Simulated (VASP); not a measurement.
# GaN (F-43m) in VASP: a series of runs, part 2 of 2

VASP 6.6.1.

## Step 4: Single point, PBE-based screened hybrid

This run uses another cell than the first one, of 11.44 Å³/atom, 0.962 times its volume.

POSCAR reads:

```
GaN
1.0
    0.0000000000      2.2535006075      2.2535006075
    2.2535006075      0.0000000000      2.2535006075
    2.2535006075      2.2535006075      0.0000000000
Ga N
1 1
Direct
    0.0000000000      0.0000000000      0.0000000000
    0.2500000000      0.2500000000      0.2500000000
```

INCAR.step1 reads:

```
ALGO = Normal ; EDIFF = 1E-5
ENCUT = 520 ; GGA = PE
ISIF = 2 ; ISMEAR = -1
LASPH = T ; LREAL = F
LWAVE = T ; NBANDS = 16
NELM = 80 ; PREC = Accurate
SIGMA = 0.05
```

INCAR.step2 reads:

```
AEXX = 0.25 ; ALGO = Normal
EDIFF = 1E-7 ; ENCUT = 520
GGA = PE ; HFSCREEN = 0.3
ISIF = 2 ; ISMEAR = -1
ISTART = 1 ; LASPH = T
LCHARG = T ; LELF = T
LHFCALC = T ; LREAL = F
LVHAR = T ; LWAVE = F
NBANDS = 16 ; NELM = 80
PREC = Accurate ; PRECFOCK = Normal
SIGMA = 0.05
```

KPOINTS reads:

```
k-points
0
Gamma
  5 5 5
```

Potentials or basis: VASP PAW PBE potentials, release 64 (Ga_d, N).

The run is started by

```console
cat potpaw_PBE.64/Ga_d/POTCAR potpaw_PBE.64/N/POTCAR > POTCAR
cp INCAR.step1 INCAR
mpirun -np 1 vasp_std > vasp.out
cp INCAR.step2 INCAR
mpirun -np 1 vasp_std > vasp.out
```

OUTCAR:

```text
AEXX = 0.25
   EDIFF = 1E-7
   ENCUT = 520
   GGA = PE
   HFSCREEN = 0.3
   ISIF = 2
   ISMEAR = -1
   ISTART = 1
   LASPH = T
   LHFCALC = T
   LREAL = F
   NELM = 80
   PREC = Accurate
   PRECFOCK = Normal

 ion  position               nearest neighbor table
   1  0.000  0.000  0.000-   2 1.95   2 1.95   2 1.95   2 1.95
   2  0.250  0.250  0.250-   1 1.95   1 1.95   1 1.95   1 1.95

  LATTYP: Found a face centered cubic cell.
 ALAT       =     4.5070012150

  Lattice vectors:

 A1 = (   0.0000000000,   2.2535006075,   2.2535006075)
 A2 = (   2.2535006075,   0.0000000000,   2.2535006075)
 A3 = (   2.2535006075,   2.2535006075,   0.0000000000)

Analysis of symmetry for initial positions (statically):
=====================================================================
 Subroutine PRICEL returns:
 Original cell was already a primitive cell.

 Routine SETGRP: Setting up the symmetry group for a
 face centered cubic supercell.

 Subroutine GETGRP returns: Found 24 space group operations
 (whereof 24 operations were pure point group operations)
 out of a pool of 48 trial point group operations.

The static configuration has the point symmetry T_d .

Analysis of symmetry for dynamics (positions and initial velocities):
=====================================================================
 Subroutine PRICEL returns:
 Original cell was already a primitive cell.

 Routine SETGRP: Setting up the symmetry group for a
 face centered cubic supercell.

 Subroutine GETGRP returns: Found 24 space group operations
 (whereof 24 operations were pure point group operations)
 out of a pool of 48 trial point group operations.

The dynamic configuration has the point symmetry T_d .

 Subroutine INISYM returns: Found 24 space group operations
 (whereof 24 operations are pure point group operations),
 and found     1 'primitive' translations

----------------------------------------------------------------------------------------

                                     Primitive cell

  volume of cell :      22.8877

  direct lattice vectors                    reciprocal lattice vectors
     0.000000000  2.253500607  2.253500607    -0.221877020  0.221877020  0.221877020
     2.253500607  0.000000000  2.253500607     0.221877020 -0.221877020  0.221877020
     2.253500607  2.253500607  0.000000000     0.221877020  0.221877020 -0.221877020

  length of vectors
     3.186931122  3.186931122  3.186931122     0.384302272  0.384302272  0.384302272

  position of ions in fractional coordinates (direct lattice)
     0.000000000  0.000000000  0.000000000
     0.250000000  0.250000000  0.250000000

  ion indices of the primitive-cell ions
   primitive index   ion index
                 1           1
                 2           2

----------------------------------------------------------------------------------------

 KPOINTS: k-points

Automatic generation of k-mesh.
 Grid dimensions read from file:
 generate k-points for:    5    5    5

[... 21 lines left out ...]
  0.200000  0.000000  0.000000      8.000000
  0.400000  0.000000  0.000000      8.000000
  0.200000  0.200000  0.000000      6.000000
  0.400000  0.200000  0.000000     24.000000
 -0.400000  0.200000  0.000000     24.000000
 -0.200000  0.200000  0.000000     12.000000
  0.400000  0.400000  0.000000      6.000000
 -0.400000  0.400000  0.000000     12.000000
 -0.400000  0.400000  0.200000     24.000000
   k-points           NKPTS =     10   k-points in BZ     NKDIM =    125   number of bands    NBANDS=     16
   number of dos      NEDOS =    301   number of ions     NIONS =      2
   total plane-waves  NPLWV =  13824
   dimension x,y,z NGX =    24 NGY =   24 NGZ =   24
   dimension x,y,z NGXF=    48 NGYF=   48 NGZF=   48
   ions per type =               1   1
   NGX,Y,Z   is equivalent  to a cutoff of  12.52, 12.52, 12.52 a.u.
   NGXF,Y,Z  is equivalent  to a cutoff of  25.04, 25.04, 25.04 a.u.
 SYSTEM =  unknown system
   PREC   = accura    normal or accurate (medium, high low for compatibility)
   ISTART =      1    job   : 0-new  1-cont  2-samecut
   ICHARG =      0    charge: 1-file 2-atom 10-const
   ISPIN  =      1    spin polarized calculation?
   LNONCOLLINEAR =      F non collinear calculations
   LSORBIT =      F    spin-orbit coupling
   LASPH  =      T    aspherical Exc in radial PAW
   ENCUT  =  520.0 eV  38.22 Ry    6.18 a.u.   5.93  5.93  5.93*2*pi/ulx,y,z
   NELM   =     80;   NELMIN=  2; NELMDL=  0     # of ELM steps
   EDIFF  = 0.1E-06   stopping-criterion for ELM
   LREAL  =      F    real-space projection
   EDIFFG = 0.1E-05   stopping-criterion for IOM
   NSW    =      0    number of steps for IOM
   IBRION =     -1    ionic relax: 0-MD 1-quasi-New 2-CG
   NFREE  =      0    steps in history (QN), initial steepest desc. (CG)
   ISIF   =      2    stress and relaxation
   ISYM   =      3    0-nonsym 1-usesym 2-fastsym
   POTIM  = 0.5000    time-step for ionic-motion
   TEBEG  =    0.0;   TEEND  =   0.0 temperature during run
   PSTRESS=    0.0 pullay stress
   NELECT =      18.0000    total number of electrons
   NUPDOWN=      -1.0000    fix difference up-down
   EMIN   =  10.00;   EMAX   =-10.00  energy-range for DOS
   EFERMI =   0.00;   METHOD = LEGACY
   ISMEAR =    -1;   SIGMA  =   0.05  broadening in eV -4-tet -1-fermi 0-gaus
   EFERMI_NEDOS =   21; number of points for ismear=-14 and -15
   IALGO  =     38    algorithm
   IMIX   =      1    mixing-type and parameters
     AMIX     =   0.40;   BMIX     =  1.00
     AMIX_MAG =   1.60;   BMIX_MAG =  1.00
  volume/ion in A,a.u.               =      11.44        77.23
  Fermi-wavevector in a.u.,A,eV,Ry     =   1.511117  2.855596 31.068543  2.283473
  Thomas-Fermi vector in A             =   2.621216
   LORBIT       =      0    0 simple, 1 ext, 2 COOP (PROOUT), +10 PAW based schemes
   GGA     = PE    functional components
   LHFCALC =     T    Hartree Fock is set to
   PRECFOCK=normal    Normal, Fast or Accurate (Low or Medium for compatibility)
   ENCUT4O =  -1.0   cutoff for four orbital integrals eV
   NKREDX  =     1    reduce k-point grid by
   NKREDY  =     1    reduce k-point grid by
   NKREDZ  =     1    reduce k-point grid by
   AEXX    =    0.2500 exact exchange contribution
   HFSCREEN=    0.3000 screening length (either q_TF or 0.3 A-1)
   HFSCREENC=   0.3000 screening length for correlation (either q_TF or 0.3 A-1)
   ENCUTFOCK=  -1.0 apply spherical cutoff to Coloumb kernel
   IVDW    =     0    specifies the selected vdW correction
   LEPSILON=     F    determine dielectric tensor
   LRPA    =     F    only Hartree local field effects (RPA)
 non-spin polarized calculation
  energy-cutoff  :      520.00
  volume of cell :       22.89
 maximum number of plane-waves:       629
  NGX = 18; NGY = 18; NGZ = 18

 number of electron      18.0000004 magnetization

 Free energy of the ion-electron system (eV)
  ---------------------------------------------------
  ext. energy  EPLUGINS =         0.00000000
  ---------------------------------------------------
  free energy    TOTEN  =       -14.36799507 eV

  energy without entropy =      -14.36799507  energy(sigma->0) =      -14.36799507

 E-fermi :   5.6514     XC(G=0):  -9.7071

 val. band max:        4.5960875648   @ k =   0.0000   0.0000   0.0000
 cond. band min:       7.3661270448   @ k =   0.0000   0.0000   0.0000
 fundamental gap:      2.7700394800
 Fermi energy:         5.6513973456

 k-point     1 :       0.0000    0.0000    0.0000
  band No.  band energies     occupation
      1     -12.7692      2.00000
      2     -10.9243      2.00000
      3     -10.9243      2.00000
      4     -10.9243      2.00000
      5     -10.6091      2.00000
      6     -10.6091      2.00000
[... 167 lines left out ...]
      3     -10.7510      2.00000
      4     -10.6423      2.00000
      5     -10.5839      2.00000
      6      -8.4568      2.00000
[... 8 lines left out ...]
     15      25.5161      0.00000
     16      29.5517      0.00000

------------------------ aborting loop because EDIFF is reached ----------------------------------------

  FORCE on cell =-STRESS in cart. coord.  units (eV):
  Direction    XX          YY          ZZ          XY          YZ          ZX
  --------------------------------------------------------------------------------------
  -------------------------------------------------------------------------------------
  Total       -0.1252411     -0.1252411     -0.1252411     -0.0000000     -0.0000000      0.0000000
  in kB       -8.7670707     -8.7670707     -8.7670707     -0.0000000     -0.0000000      0.0000000
  external PRESSURE =      -8.7670707 kB  Pullay stress =       0.0000000 kB

 VOLUME and BASIS-vectors are now :
 -----------------------------------------------------------------------------
  energy-cutoff  :      520.00
  volume of cell :       22.89
      direct lattice vectors                 reciprocal lattice vectors
     0.000000000  2.253500607  2.253500607    -0.221877020  0.221877020  0.221877020
     2.253500607  0.000000000  2.253500607     0.221877020 -0.221877020  0.221877020
     2.253500607  2.253500607  0.000000000     0.221877020  0.221877020 -0.221877020

 POSITION                                       TOTAL-FORCE (eV/Angst)
 -----------------------------------------------------------------------------------
      0.00000      0.00000      0.00000         0.000000      0.000000      0.000000
      1.12675      1.12675      1.12675        -0.000000     -0.000000     -0.000000
 -----------------------------------------------------------------------------------
    total drift:                               -0.000003     -0.000005     -0.000003

  FREE ENERGIE OF THE ION-ELECTRON SYSTEM (eV)
  ---------------------------------------------------
  free  energy   TOTEN  =       -14.3679950711 eV

  energy  without entropy=      -14.3679950711  energy(sigma->0) =      -14.36799507
```

OUTCAR.step1:

```text
EDIFF = 1E-5
   ENCUT = 520
   GGA = PE
   ISIF = 2
   ISMEAR = -1
[... 393 lines left out ...]
 -----------------------------------------------------------------------------------
      0.00000      0.00000      0.00000         0.000000     -0.000000      0.000000
      1.12675      1.12675      1.12675        -0.000000      0.000000     -0.000000
 -----------------------------------------------------------------------------------
    total drift:                                0.000002      0.000002      0.000001

  FREE ENERGIE OF THE ION-ELECTRON SYSTEM (eV)
  ---------------------------------------------------
  free  energy   TOTEN  =       -12.1272929930 eV

  energy  without entropy=      -12.1272929913  energy(sigma->0) =      -12.12729299
```

OSZICAR.step1:

```text
N       E                     dE             d eps       ncg     rms          rms(c)
DAV:   1     0.727878553963E+02    0.72788E+02   -0.93277E+03   368   0.199E+03
DAV:   2    -0.921705173172E+01   -0.82005E+02   -0.75503E+02   360   0.307E+02
DAV:   3    -0.140898160915E+02   -0.48728E+01   -0.48566E+01   376   0.653E+01
DAV:   4    -0.141394421755E+02   -0.49626E-01   -0.49623E-01   416   0.706E+00
DAV:   5    -0.141402388016E+02   -0.79663E-03   -0.79663E-03   368   0.781E-01    0.773E+00
DAV:   6    -0.121259276427E+02    0.20143E+01   -0.49624E+00   480   0.398E+01    0.268E+00
DAV:   7    -0.121347348311E+02   -0.88072E-02   -0.32177E-01   320   0.653E+00    0.177E+00
DAV:   8    -0.121310306290E+02    0.37042E-02   -0.56406E-02   360   0.326E+00    0.768E-01
DAV:   9    -0.121270364708E+02    0.39942E-02   -0.14323E-02   488   0.276E+00    0.193E-01
DAV:  10    -0.121273862240E+02   -0.34975E-03   -0.15730E-03   368   0.572E-01    0.905E-02
DAV:  11    -0.121272871385E+02    0.99086E-04   -0.30094E-04   472   0.264E-01    0.106E-02
DAV:  12    -0.121272929930E+02   -0.58546E-05   -0.31182E-05   328   0.548E-02
   1 F= -.12127293E+02 E0= -.12127293E+02  d E =-.174305E-08
```

Run time: 10 min. Hardware: 1 thread of AMD EPYC 7R13 (Zen 3), shared host; peak memory 0.22 GiB.

Results:

| Item | Value |
| --- | --- |
| Free energy | -14.3680 eV |
| Pressure | -0.9 GPa |
| Band gap on the k mesh | 2.77 eV, direct |

Caveat: the k points lie up to 0.48 Å⁻¹ apart; the PAW data sets were made with another functional, which shifts forces and pressure a little.

## Step 5: Summary

```tsv
level	cell	share of exact exchange	screening parameter	gap on the mesh (eV)	pressure (GPa)
B3LYP5	a = 3.229 Å, angles 60.0°, 2 atoms	-	-	3.12	-2.0
B3LYP5	a = 3.249 Å, angles 60.0°, 2 atoms	-	-	2.98	-5.1
PBE-based screened hybrid	a = 3.187 Å, angles 60.0°, 2 atoms	0.25	0.3 1/Å	2.77	-0.9
```

Alike in all rows: task single point; potentials or basis VASP PAW PBE potentials, release 64 (Ga_d, N); no spin polarisation; k mesh 5 × 5 × 5; cutoff (eV) 520; smearing fermi-dirac 0.05 eV.

Caveats: all runs use coarse meshes; the PAW data sets were made with another functional, which shifts forces and pressure a little.

Total energies depend on the potentials used, so only differences within one code and one set of settings carry meaning.
